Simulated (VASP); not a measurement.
# AlCu (Pm-3m) in VASP: notebook

AlCu is run at these levels: r2SCAN; tasks: single point.

Program: VASP 6.6.1. These are calculated values, not measurements. Logs are shortened: lines on timing, memory, paths and dates and some standing lists are left out, and cuts for length are marked.

### 1 The cell of the first run

It takes space group Pm-3m (No. 221, cubic). Conventional cell: a = 2.896 Å, b = 2.896 Å, c = 2.896 Å, α = 90.00°, β = 90.00°, γ = 90.00°. Within 3.3 Å of Al (site symmetry m-3m) lie 8 Cu at 2.51 Å and 6 Al at 2.90 Å. Cu (site symmetry m-3m) has 8 Al at 2.51 Å and 6 Cu at 2.90 Å within 3.3 Å.

### 2 Single point, r2SCAN (volume scaled by 0.94)

POSCAR

```
AlCu
1.0
    2.8964838685      0.0000000000      0.0000000000
    0.0000000000      2.8964838685      0.0000000000
    0.0000000000      0.0000000000      2.8964838685
Al Cu
1 1
Direct
    0.0000000000      0.0000000000      0.0000000000
    0.5000000000      0.5000000000      0.5000000000
```

INCAR.step1

```
  PREC = Accurate
  ENCUT = 520
  ISMEAR = 0
  SIGMA = 0.1
  LREAL = False
  LASPH = True
  NELM = 60
  NBANDS = 14
  GGA = PE
  ALGO = Normal
  EDIFF = 1E-4
  LWAVE = True
  LCHARG = False
```

INCAR.step2

```
  PREC = Accurate
  ENCUT = 520
  EDIFF = 1E-6
  ISMEAR = 0
  SIGMA = 0.1
  LREAL = False
  LASPH = True
  NELM = 60
  ALGO = Normal
  ISIF = 2
  LWAVE = False
  LCHARG = False
  METAGGA = R2SCAN
  LMIXTAU = True
  NBANDS = 14
  ISTART = 1
```

KPOINTS

```
Automatic mesh
0
Gamma
  14 14 14
```

Potentials or basis: VASP PAW PBE potentials, release 64 (Al, Cu).

Command:

```sh
cat potpaw_PBE.64/Al/POTCAR potpaw_PBE.64/Cu/POTCAR > POTCAR
cp INCAR.step1 INCAR
mpirun -np 1 vasp_std > vasp.out
cp INCAR.step2 INCAR
mpirun -np 1 vasp_std > vasp.out
```

OUTCAR:

```text
PREC = Accurate
   ENCUT = 520
   EDIFF = 1E-6
   ISMEAR = 0
   LREAL = False
   LASPH = True
   NELM = 60
   ISIF = 2
   METAGGA = R2SCAN
   ISTART = 1

 ion  position               nearest neighbor table
   1  0.000  0.000  0.000-   2 2.51   2 2.51   2 2.51   2 2.51   2 2.51   2 2.51   2 2.51   2 2.51

   2  0.500  0.500  0.500-   1 2.51   1 2.51   1 2.51   1 2.51   1 2.51   1 2.51   1 2.51   1 2.51

  LATTYP: Found a simple cubic cell.
 ALAT       =     2.8964838685

  Lattice vectors:

 A1 = (   2.8964838685,   0.0000000000,   0.0000000000)
 A2 = (   0.0000000000,   2.8964838685,   0.0000000000)
 A3 = (   0.0000000000,   0.0000000000,   2.8964838685)

Analysis of symmetry for initial positions (statically):
=====================================================================
 Subroutine PRICEL returns:
 Original cell was already a primitive cell.

 Routine SETGRP: Setting up the symmetry group for a
 simple cubic supercell.

 Subroutine GETGRP returns: Found 48 space group operations
[... 9 lines left out ...]

 Routine SETGRP: Setting up the symmetry group for a
 simple cubic supercell.

 Subroutine GETGRP returns: Found 48 space group operations
[... 11 lines left out ...]
                                     Primitive cell

  volume of cell :      24.3004

  direct lattice vectors                    reciprocal lattice vectors
     2.896483868  0.000000000  0.000000000     0.345246183  0.000000000  0.000000000
     0.000000000  2.896483868  0.000000000     0.000000000  0.345246183  0.000000000
     0.000000000  0.000000000  2.896483868     0.000000000  0.000000000  0.345246183

  length of vectors
     2.896483868  2.896483868  2.896483868     0.345246183  0.345246183  0.345246183

  position of ions in fractional coordinates (direct lattice)
     0.000000000  0.000000000  0.000000000
     0.500000000  0.500000000  0.500000000

  ion indices of the primitive-cell ions
   primitive index   ion index
                 1           1
                 2           2

----------------------------------------------------------------------------------------

 KPOINTS: Automatic mesh

Automatic generation of k-mesh.
 Grid dimensions read from file:
 generate k-points for:   14   14   14

 Generating k-lattice:

  Cartesian coordinates                     Fractional coordinates (reciprocal lattice)
     0.024660442  0.000000000  0.000000000     0.071428571  0.000000000  0.000000000
     0.000000000  0.024660442  0.000000000     0.000000000  0.071428571  0.000000000
     0.000000000  0.000000000  0.024660442     0.000000000  0.000000000  0.071428571

  Length of vectors
     0.024660442  0.024660442  0.024660442

  Shift w.r.t. Gamma in fractional coordinates (k-lattice)
     0.000000000  0.000000000  0.000000000

 Subroutine IBZKPT returns following result:
 ===========================================

 Found    120 irreducible k-points:

 Following reciprocal coordinates:
            Coordinates               Weight
  0.000000  0.000000  0.000000      1.000000
  0.071429  0.000000  0.000000      6.000000
  0.142857  0.000000  0.000000      6.000000
  0.214286  0.000000  0.000000      6.000000
  0.285714  0.000000  0.000000      6.000000
  0.357143  0.000000  0.000000      6.000000
[... 16 lines left out ...]
  0.285714  0.214286  0.000000     24.000000
  0.357143  0.214286  0.000000     24.000000
 [... further k-points ...]
   k-points           NKPTS =    120   k-points in BZ     NKDIM =    120   number of bands    NBANDS=     14
   number of dos      NEDOS =    301   number of ions     NIONS =      2
   total plane-waves  NPLWV =  13824
   dimension x,y,z NGX =    24 NGY =   24 NGZ =   24
   dimension x,y,z NGXF=    48 NGYF=   48 NGZF=   48
   ions per type =               1   1
   NGX,Y,Z   is equivalent  to a cutoff of  13.77, 13.77, 13.77 a.u.
   NGXF,Y,Z  is equivalent  to a cutoff of  27.55, 27.55, 27.55 a.u.
 SYSTEM =  unknown system
   PREC   = accura    normal or accurate (medium, high low for compatibility)
   ISTART =      1    job   : 0-new  1-cont  2-samecut
   ICHARG =      0    charge: 1-file 2-atom 10-const
   ISPIN  =      1    spin polarized calculation?
   LNONCOLLINEAR =      F non collinear calculations
   LSORBIT =      F    spin-orbit coupling
   LASPH  =      T    aspherical Exc in radial PAW
   ENCUT  =  520.0 eV  38.22 Ry    6.18 a.u.   5.39  5.39  5.39*2*pi/ulx,y,z
   NELM   =     60;   NELMIN=  2; NELMDL=  0     # of ELM steps
   EDIFF  = 0.1E-05   stopping-criterion for ELM
   LREAL  =      F    real-space projection
   EDIFFG = 0.1E-04   stopping-criterion for IOM
   NSW    =      0    number of steps for IOM
   IBRION =     -1    ionic relax: 0-MD 1-quasi-New 2-CG
   NFREE  =      0    steps in history (QN), initial steepest desc. (CG)
   ISIF   =      2    stress and relaxation
   ISYM   =      2    0-nonsym 1-usesym 2-fastsym
   POTIM  = 0.5000    time-step for ionic-motion
   TEBEG  =    0.0;   TEEND  =   0.0 temperature during run
   PSTRESS=    0.0 pullay stress
   NELECT =      14.0000    total number of electrons
   NUPDOWN=      -1.0000    fix difference up-down
   EMIN   =  10.00;   EMAX   =-10.00  energy-range for DOS
   EFERMI =   0.00;   METHOD = LEGACY
   ISMEAR =     0;   SIGMA  =   0.10  broadening in eV -4-tet -1-fermi 0-gaus
   EFERMI_NEDOS =   21; number of points for ismear=-14 and -15
   IALGO  =     38    algorithm
   IMIX   =      4    mixing-type and parameters
     AMIX     =   0.40;   BMIX     =  1.00
     AMIX_MAG =   1.60;   BMIX_MAG =  1.00
  volume/ion in A,a.u.               =      12.15        81.99
  Fermi-wavevector in a.u.,A,eV,Ry     =   1.362217  2.574217 25.247461  1.855636
  Thomas-Fermi vector in A             =   2.488726
   LORBIT       =      0    0 simple, 1 ext, 2 COOP (PROOUT), +10 PAW based schemes
   METAGGA = R2SCAN    functional components
   LHFCALC =     F    Hartree Fock is set to
   AEXX    =    0.0000 exact exchange contribution
   IVDW    =     0    specifies the selected vdW correction
   LEPSILON=     F    determine dielectric tensor
   LRPA    =     F    only Hartree local field effects (RPA)
 non-spin polarized calculation
 Gauss-broadening in eV      SIGMA  =   0.10
  energy-cutoff  :      520.00
  volume of cell :       24.30
 maximum number of plane-waves:       691
 NGX is ok and might be reduce to    24
   NGX = 11   NGY = 11   NGZ = 11

 number of electron      13.9999992 magnetization

 Free energy of the ion-electron system (eV)
  ---------------------------------------------------
  ext. energy  EPLUGINS =         0.00000000
  ---------------------------------------------------
  free energy    TOTEN  =       -17.85353035 eV

  energy without entropy =      -17.85056199  energy(sigma->0) =      -17.85204617

 E-fermi :  10.3672     XC(G=0): -12.9575

 val. band max:       10.3473759575   @ k =   0.4286   0.4286   0.2143
 cond. band min:      10.3698217049   @ k =   0.3571   0.3571   0.0714
 fundamental gap:      0.0224457474
 Fermi energy:        10.3672324398

 k-point     1 :       0.0000    0.0000    0.0000
  band No.  band energies     occupation
      1      -2.6463      2.00000
      2       4.6286      2.00000
      3       4.6286      2.00000
      4       5.9245      2.00000
      5       5.9245      2.00000
      6       5.9245      2.00000
      7      14.7405      0.00000
      8      14.7405      0.00000
      9      14.7405      0.00000
     10      16.9691      0.00000
     11      16.9691      0.00000
     12      23.0808      0.00000
     13      30.7721      0.00000
     14      30.7721      0.00000

 k-point     2 :       0.0714    0.0000    0.0000
  band No.  band energies     occupation
      1      -2.5487      2.00000
      2       4.6330      2.00000
      3       4.6450      2.00000
      4       5.8958      2.00000
      5       5.8958      2.00000
      6       5.9277      2.00000
      7      13.5284      0.00000
      8      14.8582      0.00000
      9      14.8582      0.00000
     10      17.0000      0.00000
     11      18.0622      0.00000
     12      23.4312      0.00000
     13      29.6505      0.00000
     14      29.6505      0.00000

 k-point     3 :       0.1429    0.0000    0.0000
  band No.  band energies     occupation
      1      -2.2571      2.00000
      2       4.6323      2.00000
      3       4.6909      2.00000
      4       5.8172      2.00000
      5       5.8172      2.00000
      6       5.9366      2.00000
      7      11.6781      0.00000
      8      15.2039      0.00000
      9      15.2039      0.00000
     10      17.0916      0.00000
     11      19.4864      0.00000
     12      24.5569      0.00000
     13      27.8130      0.00000
     14      27.8130      0.00000
[... 324 lines left out ...]
 k-point    23 :       0.2857    0.2143    0.0000
  band No.  band energies     occupation
      1      -0.2851      2.00000
      2       4.5497      2.00000
      3       4.9014      2.00000
      4       5.4004      2.00000
      5       5.6273      2.00000
      6       5.7678      2.00000
      7       8.9005      2.00000
      8      11.6934      0.00000
      9      17.4755      0.00000
     10      18.1557      0.00000
     11      20.8555      0.00000
     12      24.9037      0.00000
     13      25.5707      0.00000
     14      27.0687      0.00000

 k-point    24 :       0.3571    0.2143    0.0000
  band No.  band energies     occupation
      1       0.5147      2.00000
      2       4.1207      2.00000
      3       5.0072      2.00000
      4       5.4080      2.00000
      5       5.5343      2.00000
      6       5.7826      2.00000
      7       7.7388      2.00000
      8      12.3916      0.00000
      9      16.9189      0.00000
     10      18.3631      0.00000
     11      21.0240      0.00000
     12      23.3407      0.00000
     13      25.6317      0.00000
     14      27.4112      0.00000

 [... further k-points ...]

------------------------ aborting loop because EDIFF is reached ----------------------------------------

  FORCE on cell =-STRESS in cart. coord.  units (eV):
  Direction    XX          YY          ZZ          XY          YZ          ZX
  --------------------------------------------------------------------------------------
  -------------------------------------------------------------------------------------
  Total        1.5807141      1.5807141      1.5807141      0.0000000      0.0000000      0.0000000
  in kB      104.2198798    104.2198798    104.2198798      0.0000000      0.0000000      0.0000000
  external PRESSURE =     104.2198798 kB  Pullay stress =       0.0000000 kB

 VOLUME and BASIS-vectors are now :
 -----------------------------------------------------------------------------
  energy-cutoff  :      520.00
  volume of cell :       24.30
      direct lattice vectors                 reciprocal lattice vectors
     2.896483868  0.000000000  0.000000000     0.345246183  0.000000000  0.000000000
     0.000000000  2.896483868  0.000000000     0.000000000  0.345246183  0.000000000
     0.000000000  0.000000000  2.896483868     0.000000000  0.000000000  0.345246183

 POSITION                                       TOTAL-FORCE (eV/Angst)
 -----------------------------------------------------------------------------------
      0.00000      0.00000      0.00000         0.000000      0.000000      0.000000
      1.44824      1.44824      1.44824         0.000000      0.000000      0.000000
 -----------------------------------------------------------------------------------
    total drift:                                0.000000     -0.000000     -0.000000

  FREE ENERGIE OF THE ION-ELECTRON SYSTEM (eV)
  ---------------------------------------------------
  free  energy   TOTEN  =       -17.8535303455 eV

  energy  without entropy=      -17.8505619852  energy(sigma->0) =      -17.85204617
```

It took 36 s on 1 thread of Intel Xeon 6975P-C (Granite Rapids), shared host; peak memory 0.17 GiB.

What came out:

```yaml
Free_energy: -17.8535 eV
Pressure: 10.4 GPa
Band_gap_on_the_k_mesh: zero (band 7 reaches 14.74 eV, above the bottom of band 8 at 9.48 eV)
```

Levels at points of the mesh, in eV from the Fermi level:
```
           k point  band 4  band 5  band 6  band 7  band 8  band 9  band 10  band 11
(0.00, 0.00, 0.00)   -4.44   -4.44   -4.44    4.37    4.37    4.37     6.60     6.60
(0.50, 0.00, 0.00)   -4.96   -4.96   -4.38   -3.59    7.51    8.85     8.85     9.91
(0.50, 0.50, 0.00)   -4.85   -4.45   -4.45   -4.04   -0.89    0.25    11.98    14.05
(0.50, 0.50, 0.50)   -4.02   -4.02    0.46    0.46    0.46    2.46     2.46     2.46
```

Caveat: the PAW data sets were made with another functional, which shifts forces and pressure a little.

(Part 1 of 2 ends here.)
